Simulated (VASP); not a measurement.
# MnS (F-43m) in VASP: single point with PBE+U

Aim: the single point of MnS with PBE+U.

Everything below comes from runs of VASP 6.6.1. Logs are shortened: lines on timing, memory, paths and dates and some standing lists are left out, and cuts for length are marked.

## (1) The cell of the first run

Symmetry: F-43m, No. 216, cubic system. Conventional cell: a = 5.600 Å, b = 5.600 Å, c = 5.600 Å, α = 90.00°, β = 90.00°, γ = 90.00°. Mn (site symmetry -43m) has 4 S at 2.42 Å within 3.2 Å. Within 3.2 Å of S (site symmetry -43m) lie 4 Mn at 2.42 Å.

## (2) Single point, PBE+U

The input, INCAR:

```
SYSTEM = MnS
PREC = Accurate
ENCUT = 520
EDIFF = 1E-6
ISMEAR = 0
SIGMA = 0.05
LREAL = .FALSE.
LASPH = .TRUE.
NELM = 150
ALGO = Normal
ISIF = 2
LWAVE = .FALSE.
LCHARG = .FALSE.
LMAXMIX = 4
LDAU = .TRUE.
LDAUTYPE = 2
LDAUL = 2 -1
LDAUU = 3 0
LDAUJ = 0 0
LDAUPRINT = 1
GGA = PE
NBANDS = 16
```

The input, KPOINTS:

```
Automatic mesh
0
G
  6 6 6
  0 0 0
```

The input, POSCAR:

```
MnS
1.0
    0.0000000000      2.8000000000      2.8000000000
    2.8000000000      0.0000000000      2.8000000000
    2.8000000000      2.8000000000      0.0000000000
Mn S
1 1
Direct
    0.0000000000      0.0000000000      0.0000000000
    0.7500000000      0.7500000000      0.7500000000
```

Potentials or basis: VASP PAW PBE potentials, release 64 (Mn_pv, S).

Run with:

```sh
$ cat potpaw_PBE.64/Mn_pv/POTCAR potpaw_PBE.64/S/POTCAR > POTCAR
$ mpirun -np 1 vasp_std > vasp.out
```

OUTCAR:

```text
SYSTEM = MnS
   PREC = Accurate
   ENCUT = 520
   EDIFF = 1E-6
   ISMEAR = 0
   LREAL = .FALSE.
   LASPH = .TRUE.
   NELM = 150
   ISIF = 2
   GGA = PE

 ion  position               nearest neighbor table
   1  0.000  0.000  0.000-   2 2.42   2 2.42   2 2.42   2 2.42
   2  0.750  0.750  0.750-   1 2.42   1 2.42   1 2.42   1 2.42

  LATTYP: Found a face centered cubic cell.
 ALAT       =     5.6000000000

  Lattice vectors:

 A1 = (   0.0000000000,   2.8000000000,   2.8000000000)
 A2 = (   2.8000000000,   0.0000000000,   2.8000000000)
 A3 = (   2.8000000000,   2.8000000000,   0.0000000000)

Analysis of symmetry for initial positions (statically):
=====================================================================
 Subroutine PRICEL returns:
 Original cell was already a primitive cell.

 Routine SETGRP: Setting up the symmetry group for a
 face centered cubic supercell.

 Subroutine GETGRP returns: Found 24 space group operations
 (whereof 24 operations were pure point group operations)
 out of a pool of 48 trial point group operations.

The static configuration has the point symmetry T_d .

Analysis of symmetry for dynamics (positions and initial velocities):
=====================================================================
 Subroutine PRICEL returns:
 Original cell was already a primitive cell.

 Routine SETGRP: Setting up the symmetry group for a
 face centered cubic supercell.

 Subroutine GETGRP returns: Found 24 space group operations
 (whereof 24 operations were pure point group operations)
 out of a pool of 48 trial point group operations.

The dynamic configuration has the point symmetry T_d .

 Subroutine INISYM returns: Found 24 space group operations
 (whereof 24 operations are pure point group operations),
 and found     1 'primitive' translations

----------------------------------------------------------------------------------------

                                     Primitive cell

  volume of cell :      43.9040

  direct lattice vectors                    reciprocal lattice vectors
     0.000000000  2.800000000  2.800000000    -0.178571429  0.178571429  0.178571429
     2.800000000  0.000000000  2.800000000     0.178571429 -0.178571429  0.178571429
     2.800000000  2.800000000  0.000000000     0.178571429  0.178571429 -0.178571429

  length of vectors
     3.959797975  3.959797975  3.959797975     0.309294787  0.309294787  0.309294787

  position of ions in fractional coordinates (direct lattice)
     0.000000000  0.000000000  0.000000000
     0.750000000  0.750000000  0.750000000

  ion indices of the primitive-cell ions
   primitive index   ion index
                 1           1
                 2           2

----------------------------------------------------------------------------------------

 KPOINTS: Automatic mesh

Automatic generation of k-mesh.
 Grid dimensions read from file:
 generate k-points for:    6    6    6

 Generating k-lattice:

  Cartesian coordinates                     Fractional coordinates (reciprocal lattice)
    -0.029761905  0.029761905  0.029761905     0.166666667  0.000000000  0.000000000
     0.029761905 -0.029761905  0.029761905     0.000000000  0.166666667  0.000000000
     0.029761905  0.029761905 -0.029761905     0.000000000  0.000000000  0.166666667

  Length of vectors
     0.051549131  0.051549131  0.051549131

  Shift w.r.t. Gamma in fractional coordinates (k-lattice)
     0.000000000  0.000000000  0.000000000

 Subroutine IBZKPT returns following result:
 ===========================================

 Found     16 irreducible k-points:

 Following reciprocal coordinates:
            Coordinates               Weight
  0.000000  0.000000  0.000000      1.000000
  0.166667  0.000000  0.000000      8.000000
  0.333333  0.000000  0.000000      8.000000
  0.500000  0.000000  0.000000      4.000000
  0.166667  0.166667  0.000000      6.000000
  0.333333  0.166667  0.000000     24.000000
[... 8 lines left out ...]
 -0.333333  0.333333  0.166667     24.000000
 -0.333333  0.500000  0.166667     12.000000
   k-points           NKPTS =     16   k-points in BZ     NKDIM =     16   number of bands    NBANDS=     16
   number of dos      NEDOS =    301   number of ions     NIONS =      2
   total plane-waves  NPLWV =  27000
   dimension x,y,z NGX =    30 NGY =   30 NGZ =   30
   dimension x,y,z NGXF=    60 NGYF=   60 NGZF=   60
   ions per type =               1   1
   NGX,Y,Z   is equivalent  to a cutoff of  12.60, 12.60, 12.60 a.u.
   NGXF,Y,Z  is equivalent  to a cutoff of  25.19, 25.19, 25.19 a.u.
 SYSTEM =  MnS
   PREC   = accura    normal or accurate (medium, high low for compatibility)
   ISTART =      0    job   : 0-new  1-cont  2-samecut
   ICHARG =      2    charge: 1-file 2-atom 10-const
   ISPIN  =      1    spin polarized calculation?
   LNONCOLLINEAR =      F non collinear calculations
   LSORBIT =      F    spin-orbit coupling
   LASPH  =      T    aspherical Exc in radial PAW
   ENCUT  =  520.0 eV  38.22 Ry    6.18 a.u.   7.36  7.36  7.36*2*pi/ulx,y,z
   NELM   =    150;   NELMIN=  2; NELMDL= -5     # of ELM steps
   EDIFF  = 0.1E-05   stopping-criterion for ELM
   LREAL  =      F    real-space projection
   EDIFFG = 0.1E-04   stopping-criterion for IOM
   NSW    =      0    number of steps for IOM
   IBRION =     -1    ionic relax: 0-MD 1-quasi-New 2-CG
   NFREE  =      0    steps in history (QN), initial steepest desc. (CG)
   ISIF   =      2    stress and relaxation
   ISYM   =      2    0-nonsym 1-usesym 2-fastsym
   POTIM  = 0.5000    time-step for ionic-motion
   TEBEG  =    0.0;   TEEND  =   0.0 temperature during run
   PSTRESS=    0.0 pullay stress
   NELECT =      19.0000    total number of electrons
   NUPDOWN=      -1.0000    fix difference up-down
   EMIN   =  10.00;   EMAX   =-10.00  energy-range for DOS
   EFERMI =   0.00;   METHOD = LEGACY
   ISMEAR =     0;   SIGMA  =   0.05  broadening in eV -4-tet -1-fermi 0-gaus
   EFERMI_NEDOS =   21; number of points for ismear=-14 and -15
   IALGO  =     38    algorithm
   IMIX   =      4    mixing-type and parameters
     AMIX     =   0.40;   BMIX     =  1.00
     AMIX_MAG =   1.60;   BMIX_MAG =  1.00
  volume/ion in A,a.u.               =      21.95       148.14
  Fermi-wavevector in a.u.,A,eV,Ry     =   1.238297  2.340041 20.862879  1.533378
  Thomas-Fermi vector in A             =   2.372828
   LORBIT       =      0    0 simple, 1 ext, 2 COOP (PROOUT), +10 PAW based schemes
 LDA+U is selected, type is set to LDAUTYPE =  2
   angular momentum for each species LDAUL =     2   -1
   U (eV)           for each species LDAUU =   3.0  0.0
   J (eV)           for each species LDAUJ =   0.0  0.0
   GGA     = PE    functional components
   LHFCALC =     F    Hartree Fock is set to
   AEXX    =    0.0000 exact exchange contribution
   IVDW    =     0    specifies the selected vdW correction
   LEPSILON=     F    determine dielectric tensor
   LRPA    =     F    only Hartree local field effects (RPA)
 non-spin polarized calculation
 Gauss-broadening in eV      SIGMA  =   0.05
  energy-cutoff  :      520.00
  volume of cell :       43.90
 maximum number of plane-waves:      1243
 NGX is ok and might be reduce to    30
   NGX = 15   NGY = 15   NGZ = 15

atom =   1  type =  1  l = 2

 onsite density matrix

spin component  1

  0.2655 -0.0000 -0.0000 -0.0000  0.0000
 -0.0000  0.2655  0.0000  0.0000  0.0000
 -0.0000  0.0000  0.8717  0.0000 -0.0000
 -0.0000  0.0000  0.0000  0.2655 -0.0000
  0.0000  0.0000 -0.0000 -0.0000  0.8717

spin component  2

  0.2655 -0.0000 -0.0000 -0.0000  0.0000
 -0.0000  0.2655  0.0000  0.0000  0.0000
 -0.0000  0.0000  0.8717  0.0000 -0.0000
 -0.0000  0.0000  0.0000  0.2655 -0.0000
  0.0000  0.0000 -0.0000 -0.0000  0.8717

 occupancies and eigenvectors

  o =  0.2655  v =  0.0000  0.2859  0.0000 -0.9583 -0.0000  0.0000  0.0000  0.0000  0.0000  0.0000      0.0000  0.0000  0.0000  0.0000  0.0000  0.0000  0.0000  0.0000  0.0000  0.0000
  o =  0.2655  v =  0.0000  0.0000  0.0000  0.0000  0.0000  0.0000  0.2859  0.0000 -0.9583 -0.0000      0.0000  0.0000  0.0000  0.0000  0.0000  0.0000  0.0000  0.0000  0.0000  0.0000
  o =  0.2655  v =  0.0000 -0.9583 -0.0000 -0.2859 -0.0000  0.0000  0.0000  0.0000  0.0000  0.0000      0.0000  0.0000  0.0000  0.0000  0.0000  0.0000  0.0000  0.0000  0.0000  0.0000
  o =  0.2655  v =  0.0000  0.0000  0.0000  0.0000  0.0000  0.0000 -0.9583 -0.0000 -0.2859 -0.0000      0.0000  0.0000  0.0000  0.0000  0.0000  0.0000  0.0000  0.0000  0.0000  0.0000
  o =  0.2655  v =  0.0000  0.0000  0.0000  0.0000  0.0000  1.0000  0.0000  0.0000  0.0000  0.0000      0.0000  0.0000  0.0000  0.0000  0.0000  0.0000  0.0000  0.0000  0.0000  0.0000
  o =  0.2655  v =  1.0000  0.0000  0.0000  0.0000  0.0000  0.0000  0.0000  0.0000  0.0000  0.0000      0.0000  0.0000  0.0000  0.0000  0.0000  0.0000  0.0000  0.0000  0.0000  0.0000
  o =  0.8717  v =  0.0000  0.0000  0.0000  0.0000  0.0000  0.0000  0.0000 -0.9587 -0.0000  0.2845      0.0000  0.0000  0.0000  0.0000  0.0000  0.0000  0.0000  0.0000  0.0000  0.0000
  o =  0.8717  v =  0.0000  0.0000 -0.9587 -0.0000  0.2845  0.0000  0.0000  0.0000  0.0000  0.0000      0.0000  0.0000  0.0000  0.0000  0.0000  0.0000  0.0000  0.0000  0.0000  0.0000
  o =  0.8717  v =  0.0000  0.0000  0.0000  0.0000  0.0000  0.0000 -0.0000  0.2845 -0.0000  0.9587      0.0000  0.0000  0.0000  0.0000  0.0000  0.0000  0.0000  0.0000  0.0000  0.0000
  o =  0.8717  v =  0.0000 -0.0000  0.2845 -0.0000  0.9587  0.0000  0.0000  0.0000  0.0000  0.0000      0.0000  0.0000  0.0000  0.0000  0.0000  0.0000  0.0000  0.0000  0.0000  0.0000

 number of electron      18.9999993 magnetization

 Free energy of the ion-electron system (eV)
  ---------------------------------------------------
  ext. energy  EPLUGINS =         0.00000000
  ---------------------------------------------------
  free energy    TOTEN  =        -9.62051191 eV

  energy without entropy =       -9.61603145  energy(sigma->0) =       -9.61827168

 E-fermi :   4.0424     XC(G=0):  -9.3937

 val. band max:        3.9915841122   @ k =   0.5000   0.1667   0.0000
 cond. band min:       4.0479486807   @ k =   0.5000   0.3333   0.1667
 fundamental gap:      0.0563645685
 Fermi energy:         4.0423580003

 k-point     1 :       0.0000    0.0000    0.0000
  band No.  band energies     occupation
      1     -44.0266      2.00000
      2     -44.0266      2.00000
      3     -44.0265      2.00000
      4      -9.6208      2.00000
      5       0.5843      2.00000
      6       0.5843      2.00000
[... 281 lines left out ...]
      3     -44.0281      2.00000
      4      -8.7789      2.00000
      5      -0.8568      2.00000
      6       0.0391      2.00000
[... 8 lines left out ...]
     15      12.5509      0.00000
     16      12.5559      0.00000

------------------------ aborting loop because EDIFF is reached ----------------------------------------

  FORCE on cell =-STRESS in cart. coord.  units (eV):
  Direction    XX          YY          ZZ          XY          YZ          ZX
  --------------------------------------------------------------------------------------
  -------------------------------------------------------------------------------------
  Total       -4.3576389     -4.3576389     -4.3576389      0.0000000      0.0000000      0.0000000
  in kB     -159.0221892   -159.0221892   -159.0221892      0.0000000      0.0000000      0.0000000
  external PRESSURE =    -159.0221892 kB  Pullay stress =       0.0000000 kB

 VOLUME and BASIS-vectors are now :
 -----------------------------------------------------------------------------
  energy-cutoff  :      520.00
  volume of cell :       43.90
      direct lattice vectors                 reciprocal lattice vectors
     0.000000000  2.800000000  2.800000000    -0.178571429  0.178571429  0.178571429
     2.800000000  0.000000000  2.800000000     0.178571429 -0.178571429  0.178571429
     2.800000000  2.800000000  0.000000000     0.178571429  0.178571429 -0.178571429

 POSITION                                       TOTAL-FORCE (eV/Angst)
 -----------------------------------------------------------------------------------
      0.00000      0.00000      0.00000        -0.000000     -0.000000     -0.000000
      4.20000      4.20000      4.20000         0.000000      0.000000      0.000000
 -----------------------------------------------------------------------------------
    total drift:                                0.000001      0.000001      0.000001

  FREE ENERGIE OF THE ION-ELECTRON SYSTEM (eV)
  ---------------------------------------------------
  free  energy   TOTEN  =        -9.6205119088 eV

  energy  without entropy=       -9.6160314537  energy(sigma->0) =       -9.61827168
```

Wall time 7 s (1 thread of Intel Xeon 6975P-C (Granite Rapids), shared host); peak memory 0.16 GiB.

What came out:

```yaml
Free_energy: -9.6205 eV
Pressure: -15.9 GPa
```

Levels at points of the mesh, in eV from the Fermi level:
| k point | band 7 | band 8 | band 9 | band 10 | band 11 | band 12 |
| --- | --- | --- | --- | --- | --- | --- |
| (0.00, 0.00, 0.00) | -3.46 | -1.72 | -1.72 | 1.76 | 2.21 | 2.21 |
| (0.50, 0.00, 0.00) | -3.49 | -1.39 | -1.39 | 0.07 | 1.20 | 1.20 |
| (0.50, 0.50, 0.00) | -3.38 | -1.46 | -1.32 | -0.59 | 0.45 | 0.45 |

Eigenvalues of the final occupation matrices:
| site | spin | trace | eigenvalues |
| --- | --- | --- | --- |
| site 1 d | 1 | 2.54 | 0.27 0.27 0.27 0.87 0.87 |
| site 1 d | 2 | 2.54 | 0.27 0.27 0.27 0.87 0.87 |

Caveat: the run has no spin polarisation, though such a crystal can be magnetic; U without spin polarisation on a metal has little footing.
